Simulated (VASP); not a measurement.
A run of VASP 6.6.1 is set up as follows.

File INCAR:

```
ALGO = Normal
EDIFF = 1E-7
ENCUT = 520
GGA = PE
ISIF = 2
ISMEAR = 0
LASPH = T
LCHARG = F
LREAL = Auto
LWAVE = F
NBANDS = 162
NELECT = 250.0
NELM = 80
PREC = Accurate
SIGMA = 0.02
```

The input KPOINTS:

```
k-points
0
Gamma
  1 1 1
```

The input POSCAR:

```
Mg32O30F
1.0
    8.6060000000      0.0000000000      0.0000000000
    0.0000000000      8.6060000000      0.0000000000
    0.0000000000      0.0000000000      8.6060000000
Mg O F
32 30 1
Direct
    0.5014545666     -0.0000676272     -0.0150405531
    0.7496924239      0.2509032071      0.0002326284
    0.7649839647     -0.0000662329      0.2484636300
   -0.0040675110     -0.0000885429     -0.0055881943
    0.2497114804      0.2533101325     -0.0017451778
    0.5004329538      0.5000284685     -0.0006575645
    0.7496875436      0.7489988380      0.0002351848
    0.2243619568      0.0001851034      0.2311494306
    0.4965490356      0.2612115966      0.2533604462
    0.7505800604      0.5000270741      0.2494943063
    0.5187626075      0.0001904485      0.5255728561
    0.7516643040      0.2533100163      0.5002089240
    0.7554974436     -0.0000901696      0.7539714153
   -0.0005069719      0.5000041831     -0.0020353242
    0.2497291425      0.7467208924     -0.0015899373
   -0.0003743900      0.2539298164      0.2493141994
    0.2469543342      0.4999202882      0.2470149895
    0.4964613061      0.7386559377      0.2534445736
   -0.0058512666     -0.0000634441      0.5027494771
    0.2511321171      0.2568756681      0.4987734139
    0.5029042528      0.4999211016      0.5029575877
    0.7515096444      0.7467203114      0.5001913781
    0.2471652336     -0.0000623983      0.7557843365
    0.5006089937      0.2539306298      0.7502946781
    0.7519659540      0.5000051127      0.7504344643
   -0.0002064838      0.7461052754      0.2493401116
    0.0000147571      0.5000255636      0.4998535905
    0.2512486637      0.7430440390      0.4986538462
    0.0013293051      0.2511412968      0.7485979549
    0.2500732047      0.5000245178      0.7499077388
    0.5005855217      0.7461044620      0.7501277016
    0.0013419707      0.7487567976      0.7485811062
    0.7453294213      0.2452707413      0.2505293981
   -0.0021382756      0.4999706019      0.2489554962
    0.0009884964      0.2491783639      0.4982400651
    0.2479190100      0.2513643969      0.2474495701
    0.4998050198      0.4999025099      0.2500979549
    0.7452564490      0.7546171276      0.2505299791
   -0.0029803625     -0.0001332791      0.2477311178
    0.5024901232      0.2513735766      0.5019989542
    0.7515228910      0.4999671160      0.4990041831
    0.0010468278      0.7507186846      0.4982473855
    0.7504125029      0.2491214269      0.7502975831
    0.0010008134      0.4999601441      0.7489317918
   -0.0003673019      0.2491062050     -0.0004818731
    0.2480020916      0.7484840809      0.2475410179
    0.2512025331      0.4998967000      0.4986984662
    0.5024003021      0.7484690913      0.5019183128
    0.7514319080     -0.0001067860      0.4982075296
    0.2516813851      0.2491950964      0.7489269115
    0.5009580525      0.4999693237      0.7520815710
    0.7504164536      0.7507667906      0.7502938647
   -0.0004880316     -0.0000483384      0.7504068092
    0.4993934464      0.2452638857      0.0045884267
    0.7491099233      0.4999618871      0.0008260516
   -0.0003650941      0.7507818964     -0.0004850105
    0.2516758076      0.7507024169      0.7488663723
    0.5022304206     -0.0001329305      0.7529035557
    0.2509050662      0.4999693237     -0.0015763421
    0.4993971648      0.7546228213      0.0046590751
    0.7467463398     -0.0000490356      0.0031892865
    0.2517189170     -0.0001080641     -0.0015396235
    0.4184532884     -0.0000764583      0.3315777365
```

Potentials or basis: VASP PAW PBE potentials, release 64 (Mg, O, F).

Run with:

```console
$ cat potpaw_PBE.64/Mg/POTCAR potpaw_PBE.64/O/POTCAR potpaw_PBE.64/F/POTCAR > POTCAR
$ mpirun -np 1 vasp_gam > vasp.out
```

(1) What does it give for the largest force?

Answers

(1) 2.121 eV/Å.

Caveat: the k points lie up to 0.73 Å⁻¹ apart; the cell carries a net charge on a neutralising background, which shifts energy and pressure.
